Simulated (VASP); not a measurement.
Ge, 1 atom in the cell. Symmetry: Cmmm, No. 65, orthorhombic system. Conventional cell: a = 2.794 Å, b = 5.201 Å, c = 2.698 Å, α = 90.00°, β = 90.00°, γ = 90.00°. Ge (site symmetry mmm) has 8 Ge at 2.70 to 2.95 Å within 3.6 Å. 

```yaml
Program: VASP 6.6.1
Task: single point
Functional: LDA
Potentials_or_basis: VASP PAW LDA potentials, release 64 (Ge_d)
Cutoff: 500 eV
k_mesh: 8 × 8 × 6
Occupations: gaussian, width 0.1 eV
Spin: no spin polarisation
Dipole_correction: no
Further_INCAR_settings: ALGO = Normal; EDIFF = 1e-06; NBANDS = 13
```

Potentials or basis: VASP PAW LDA potentials, release 64 (Ge_d).

Run with:

```console
$ cat potpaw_LDA.64/Ge_d/POTCAR > POTCAR
$ mpirun -np 1 vasp_std > vasp.out
```

Hardware: 1 thread of AMD EPYC 9R45 96-Core Processor (Zen 5) (shared host).

**Question.** How long does it take, and how much memory?

**Answer.** It took 7.4 s on 1 thread of AMD EPYC 9R45 96-Core Processor (Zen 5) (shared host), peak memory 0.1 GiB. Counts: scf iterations 10, k points 84.
